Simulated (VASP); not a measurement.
# AlGa3N4 (R3m) in VASP: notebook

AlGa3N4 is run at these levels: LDA; tasks: single point.

All numbers are computed with VASP 6.6.1; they aren't measurements. Logs are shortened: lines on timing, memory, paths and dates and some standing lists are left out, and cuts for length are marked.

## Step 1: The cell of the first run

It takes space group R3m (No. 160, trigonal). Conventional cell: a = 6.521 Å, b = 6.521 Å, c = 7.631 Å, α = 90.00°, β = 90.00°, γ = 120.00°. Within 2.5 Å of Al (site symmetry 3m) lie 4 N at 1.87 to 1.95 Å. Within 2.5 Å of Ga (site symmetry m) lie 4 N at 1.92 to 2.00 Å. Within 2.5 Å of N (site symmetry m) lie 3 Ga at 1.92 to 2.00 Å and 1 Al at 1.95 Å. Within 2.5 Å of N (site symmetry 3m) lie 1 Al at 1.87 Å and 3 Ga at 2.00 Å.

## Step 2: Single point, LDA

Contents of INCAR:

```
SYSTEM = AlGa3N4
PREC     = Accurate       ! precision mode
ENCUT    = 520            ! plane-wave cutoff, eV
EDIFF    = 1E-6           ! SCF threshold, eV
ISMEAR   = 0              ! smearing method
SIGMA    = 0.05           ! smearing width, eV
LREAL    = .False.        ! projectors in reciprocal space
LASPH    = .True.         ! aspherical terms in the spheres
NELM     = 60             ! most SCF steps
ALGO     = Normal         ! electronic algorithm
ISIF     = 2              ! what is computed and relaxed
LWAVE    = .False.        ! write WAVECAR
LCHARG   = .False.        ! write CHGCAR
GGA      = CA             ! functional
NBANDS   = 41             ! bands
```

Contents of KPOINTS:

```
regular mesh
0
Gamma
  6 6 6
  0 0 0
```

Contents of POSCAR:

```
AlGa3N4
1.0
    4.5428402793     -0.0684000651     -0.0684000651
   -0.0684000651      4.5428402793     -0.0684000651
   -0.0684000651     -0.0684000651      4.5428402793
Al Ga N
1 3 4
Direct
    0.0000000000      0.0000000000      0.0000000000
    0.5000000000      0.5000000000      0.0000000000
    0.5000000000      0.0000000000      0.5000000000
    0.0000000000      0.5000000000      0.5000000000
    0.7548078379      0.7548078379      0.2451921621
    0.7548078379      0.2451921621      0.7548078379
    0.2451921621      0.7548078379      0.7548078379
    0.2451921621      0.2451921621      0.2451921621
```

Potentials or basis: VASP PAW LDA potentials, release 64 (Al, Ga_d, N).

Command:

```
cat potpaw_LDA.64/Al/POTCAR potpaw_LDA.64/Ga_d/POTCAR potpaw_LDA.64/N/POTCAR > POTCAR
mpirun -np 1 vasp_std > vasp.out
```

OUTCAR:

```text
SYSTEM = AlGa3N4
   PREC = Accurate
   ENCUT = 520
   EDIFF = 1E-6
   ISMEAR = 0
   LREAL = .False.
   LASPH = .True.
   NELM = 60
   ISIF = 2
   GGA = CA

 ion  position               nearest neighbor table
   1  0.000  0.000  0.000-   8 1.87   6 1.95   7 1.95   5 1.95
   2  0.500  0.500  0.000-   5 1.92   8 2.00   7 2.00   6 2.00
   3  0.500  0.000  0.500-   6 1.92   8 2.00   7 2.00   5 2.00
   4  0.000  0.500  0.500-   7 1.92   8 2.00   6 2.00   5 2.00
   5  0.755  0.755  0.245-   2 1.92   1 1.95   3 2.00   4 2.00
   6  0.755  0.245  0.755-   3 1.92   1 1.95   4 2.00   2 2.00
   7  0.245  0.755  0.755-   4 1.92   1 1.95   3 2.00   2 2.00
   8  0.245  0.245  0.245-   1 1.87   2 2.00   3 2.00   4 2.00

  LATTYP: Found a trigonal (rhomboedric) cell.
 ALAT       =     4.5438700401
 COS(alpha) =    -0.0298730999

  Lattice vectors:

 A1 = (   4.5428402793,  -0.0684000651,  -0.0684000651)
 A2 = (  -0.0684000651,   4.5428402793,  -0.0684000651)
 A3 = (  -0.0684000651,  -0.0684000651,   4.5428402793)

Analysis of symmetry for initial positions (statically):
=====================================================================
 Subroutine PRICEL returns:
 Original cell was already a primitive cell.

 Routine SETGRP: Setting up the symmetry group for a
 trigonal (rhombohedral) supercell.

 Subroutine GETGRP returns: Found  6 space group operations
 (whereof  6 operations were pure point group operations)
 out of a pool of 12 trial point group operations.

The static configuration has the point symmetry C_3v.

Analysis of symmetry for dynamics (positions and initial velocities):
=====================================================================
 Subroutine PRICEL returns:
 Original cell was already a primitive cell.

 Routine SETGRP: Setting up the symmetry group for a
 trigonal (rhombohedral) supercell.

 Subroutine GETGRP returns: Found  6 space group operations
 (whereof  6 operations were pure point group operations)
 out of a pool of 12 trial point group operations.

The dynamic configuration has the point symmetry C_3v.

 Subroutine INISYM returns: Found  6 space group operations
 (whereof  6 operations are pure point group operations),
 and found     1 'primitive' translations

----------------------------------------------------------------------------------------

                                     Primitive cell

  volume of cell :      93.6880

  direct lattice vectors                    reciprocal lattice vectors
     4.542840279 -0.068400065 -0.068400065     0.220227983  0.003366591  0.003366591
    -0.068400065  4.542840279 -0.068400065     0.003366591  0.220227983  0.003366591
    -0.068400065 -0.068400065  4.542840279     0.003366591  0.003366591  0.220227983

  length of vectors
     4.543870040  4.543870040  4.543870040     0.220279441  0.220279441  0.220279441

  position of ions in fractional coordinates (direct lattice)
     0.000000000  0.000000000  0.000000000
     0.500000000  0.500000000  0.000000000
     0.500000000  0.000000000  0.500000000
     0.000000000  0.500000000  0.500000000
     0.754807838  0.754807838  0.245192162
     0.754807838  0.245192162  0.754807838
     0.245192162  0.754807838  0.754807838
     0.245192162  0.245192162  0.245192162

  ion indices of the primitive-cell ions
   primitive index   ion index
                 1           1
                 2           2
                 3           3
                 4           4
                 5           5
                 6           6
                 7           7
                 8           8

----------------------------------------------------------------------------------------

 KPOINTS: regular mesh

Automatic generation of k-mesh.
 Grid dimensions read from file:
 generate k-points for:    6    6    6

 Generating k-lattice:

  Cartesian coordinates                     Fractional coordinates (reciprocal lattice)
     0.036704664  0.000561098  0.000561098     0.166666667  0.000000000  0.000000000
     0.000561098  0.036704664  0.000561098     0.000000000  0.166666667  0.000000000
     0.000561098  0.000561098  0.036704664     0.000000000  0.000000000  0.166666667

  Length of vectors
     0.036713240  0.036713240  0.036713240

  Shift w.r.t. Gamma in fractional coordinates (k-lattice)
     0.000000000  0.000000000  0.000000000

 Subroutine IBZKPT returns following result:
 ===========================================

 Found     32 irreducible k-points:

 Following reciprocal coordinates:
            Coordinates               Weight
  0.000000  0.000000  0.000000      1.000000
  0.166667  0.000000  0.000000      6.000000
  0.333333  0.000000  0.000000      6.000000
  0.500000 -0.000000  0.000000      3.000000
  0.166667  0.166667  0.000000      6.000000
  0.333333  0.166667 -0.000000     12.000000
[... 16 lines left out ...]
  0.500000  0.500000  0.166667      6.000000
 -0.333333  0.500000  0.166667     12.000000
 [... further k-points ...]
   k-points           NKPTS =     32   k-points in BZ     NKDIM =     32   number of bands    NBANDS=     41
   number of dos      NEDOS =    301   number of ions     NIONS =      8
   total plane-waves  NPLWV =  46656
   dimension x,y,z NGX =    36 NGY =   36 NGZ =   36
   dimension x,y,z NGXF=    72 NGYF=   72 NGZF=   72
   ions per type =               1   3   4
   NGX,Y,Z   is equivalent  to a cutoff of  13.17, 13.17, 13.17 a.u.
   NGXF,Y,Z  is equivalent  to a cutoff of  26.34, 26.34, 26.34 a.u.
 SYSTEM =  AlGa3N4
   PREC   = accura    normal or accurate (medium, high low for compatibility)
   ISTART =      0    job   : 0-new  1-cont  2-samecut
   ICHARG =      2    charge: 1-file 2-atom 10-const
   ISPIN  =      1    spin polarized calculation?
   LNONCOLLINEAR =      F non collinear calculations
   LSORBIT =      F    spin-orbit coupling
   LASPH  =      T    aspherical Exc in radial PAW
   ENCUT  =  520.0 eV  38.22 Ry    6.18 a.u.   8.45  8.45  8.45*2*pi/ulx,y,z
   NELM   =     60;   NELMIN=  2; NELMDL= -5     # of ELM steps
   EDIFF  = 0.1E-05   stopping-criterion for ELM
   LREAL  =      F    real-space projection
   EDIFFG = 0.1E-04   stopping-criterion for IOM
   NSW    =      0    number of steps for IOM
   IBRION =     -1    ionic relax: 0-MD 1-quasi-New 2-CG
   NFREE  =      0    steps in history (QN), initial steepest desc. (CG)
   ISIF   =      2    stress and relaxation
   ISYM   =      2    0-nonsym 1-usesym 2-fastsym
   POTIM  = 0.5000    time-step for ionic-motion
   TEBEG  =    0.0;   TEEND  =   0.0 temperature during run
   PSTRESS=    0.0 pullay stress
   NELECT =      62.0000    total number of electrons
   NUPDOWN=      -1.0000    fix difference up-down
   EMIN   =  10.00;   EMAX   =-10.00  energy-range for DOS
   EFERMI =   0.00;   METHOD = LEGACY
   ISMEAR =     0;   SIGMA  =   0.05  broadening in eV -4-tet -1-fermi 0-gaus
   EFERMI_NEDOS =   21; number of points for ismear=-14 and -15
   IALGO  =     38    algorithm
   IMIX   =      4    mixing-type and parameters
     AMIX     =   0.40;   BMIX     =  1.00
     AMIX_MAG =   1.60;   BMIX_MAG =  1.00
  volume/ion in A,a.u.               =      11.71        79.03
  Fermi-wavevector in a.u.,A,eV,Ry     =   1.426628  2.695936 27.691494  2.035267
  Thomas-Fermi vector in A             =   2.546885
   LORBIT       =      0    0 simple, 1 ext, 2 COOP (PROOUT), +10 PAW based schemes
   GGA     = CA    functional components
   LHFCALC =     F    Hartree Fock is set to
   AEXX    =    0.0000 exact exchange contribution
   IVDW    =     0    specifies the selected vdW correction
   LEPSILON=     F    determine dielectric tensor
   LRPA    =     F    only Hartree local field effects (RPA)
 non-spin polarized calculation
 Gauss-broadening in eV      SIGMA  =   0.05
  energy-cutoff  :      520.00
  volume of cell :       93.69
 maximum number of plane-waves:      2539
 NGX is ok and might be reduce to    36
   NGX = 17   NGY = 17   NGZ = 17

 number of electron      62.0000038 magnetization

 Free energy of the ion-electron system (eV)
  ---------------------------------------------------
  ext. energy  EPLUGINS =         0.00000000
  ---------------------------------------------------
  free energy    TOTEN  =       -57.79027371 eV

  energy without entropy =      -57.79027371  energy(sigma->0) =      -57.79027371

 E-fermi :   4.9891     XC(G=0): -11.6886

 val. band max:        4.7765904677   @ k =   0.0000   0.0000   0.0000
 cond. band min:       6.6682271921   @ k =   0.0000   0.0000   0.0000
 fundamental gap:      1.8916367243
 Fermi energy:         4.9891441053

 k-point     1 :       0.0000    0.0000    0.0000
  band No.  band energies     occupation
      1     -10.5138      2.00000
      2      -9.5959      2.00000
      3      -9.5959      2.00000
      4      -9.5136      2.00000
      5      -8.5829      2.00000
      6      -8.5719      2.00000
[... 33 lines left out ...]
     40      14.6420      0.00000
     41      16.0068      0.00000

 k-point     2 :       0.1667    0.0000    0.0000
  band No.  band energies     occupation
      1     -10.4132      2.00000
      2      -9.6066      2.00000
      3      -9.5964      2.00000
      4      -9.5173      2.00000
      5      -8.5780      2.00000
      6      -8.5683      2.00000
[... 33 lines left out ...]
     40      14.8732      0.00000
     41      15.8715      0.00000

 k-point     3 :       0.3333    0.0000    0.0000
  band No.  band energies     occupation
      1     -10.1563      2.00000
      2      -9.6605      2.00000
      3      -9.5974      2.00000
      4      -9.5253      2.00000
      5      -8.5580      2.00000
      6      -8.5532      2.00000
[... 33 lines left out ...]
     40      15.4389      0.00000
     41      15.5478      0.00000

 k-point     4 :       0.5000   -0.0000    0.0000
  band No.  band energies     occupation
      1      -9.9367      2.00000
      2      -9.7636      2.00000
      3      -9.5979      2.00000
      4      -9.5289      2.00000
      5      -8.5375      2.00000
      6      -8.5234      2.00000
[... 825 lines left out ...]
     40      14.7419      0.00000
     41      15.0336      0.00000

 k-point    23 :       0.5000    0.5000    0.1667
  band No.  band energies     occupation
      1      -9.8146      2.00000
      2      -9.6784      2.00000
      3      -9.6531      2.00000
      4      -9.5583      2.00000
      5      -8.5686      2.00000
      6      -8.5627      2.00000
[... 33 lines left out ...]
     40      14.4080      0.00000
     41      14.4736      0.00000

 k-point    24 :      -0.3333    0.5000    0.1667
  band No.  band energies     occupation
      1      -9.8434      2.00000
      2      -9.6953      2.00000
      3      -9.6492      2.00000
      4      -9.5442      2.00000
      5      -8.5747      2.00000
      6      -8.5588      2.00000
[... 33 lines left out ...]
     40      14.2775      0.00000
     41      14.5221      0.00000

 [... further k-points ...]
[... 5 lines left out ...]
  --------------------------------------------------------------------------------------
  -------------------------------------------------------------------------------------
  Total       -7.0739600     -7.0739600     -7.0739600      3.1386764      3.1386764      3.1386764
  in kB     -120.9732130   -120.9732130   -120.9732130     53.6751356     53.6751356     53.6751356
  external PRESSURE =    -120.9732130 kB  Pullay stress =       0.0000000 kB

 VOLUME and BASIS-vectors are now :
 -----------------------------------------------------------------------------
  energy-cutoff  :      520.00
  volume of cell :       93.69
      direct lattice vectors                 reciprocal lattice vectors
     4.542840279 -0.068400065 -0.068400065     0.220227983  0.003366591  0.003366591
    -0.068400065  4.542840279 -0.068400065     0.003366591  0.220227983  0.003366591
    -0.068400065 -0.068400065  4.542840279     0.003366591  0.003366591  0.220227983

 POSITION                                       TOTAL-FORCE (eV/Angst)
 -----------------------------------------------------------------------------------
      0.00000      0.00000      0.00000        -0.221509     -0.221509     -0.221509
      2.23722      2.23722     -0.06840        -0.228221     -0.228221     -0.199381
      2.23722     -0.06840      2.23722        -0.228221     -0.199381     -0.228221
     -0.06840      2.23722      2.23722        -0.199381     -0.228221     -0.228221
      3.36057      3.36057      1.01061         0.232025      0.232025      0.178250
      3.36057      1.01061      3.36057         0.232025      0.178250      0.232025
      1.01061      3.36057      3.36057         0.178250      0.232025      0.232025
      1.08033      1.08033      1.08033         0.235031      0.235031      0.235031
 -----------------------------------------------------------------------------------
    total drift:                                0.000166      0.000166      0.000167

  FREE ENERGIE OF THE ION-ELECTRON SYSTEM (eV)
  ---------------------------------------------------
  free  energy   TOTEN  =       -57.7902737093 eV

  energy  without entropy=      -57.7902737093  energy(sigma->0) =      -57.79027371
```

Wall time 49 s (1 thread of Intel Xeon 6975P-C (Granite Rapids), shared host); peak memory 0.23 GiB.

What came out:

| Item | Value |
| --- | --- |
| Free energy | -57.7903 eV |
| Pressure | -12.1 GPa |
| Largest force | 0.407 eV/Å |
| Band gap on the k mesh | 1.89 eV, direct |

Forces on the atoms (eV/Å):
```
Al  -0.222 -0.222 -0.222
Ga  -0.228 -0.228 -0.199
Ga  -0.228 -0.199 -0.228
Ga  -0.199 -0.228 -0.228
N    0.232  0.232  0.178
N    0.232  0.178  0.232
N    0.178  0.232  0.232
N    0.235  0.235  0.235
```

Stress tensor (GPa, compression positive):
```
-12.10   5.37   5.37
  5.37 -12.10   5.37
  5.37   5.37 -12.10
```

[end of part 1 of 2]
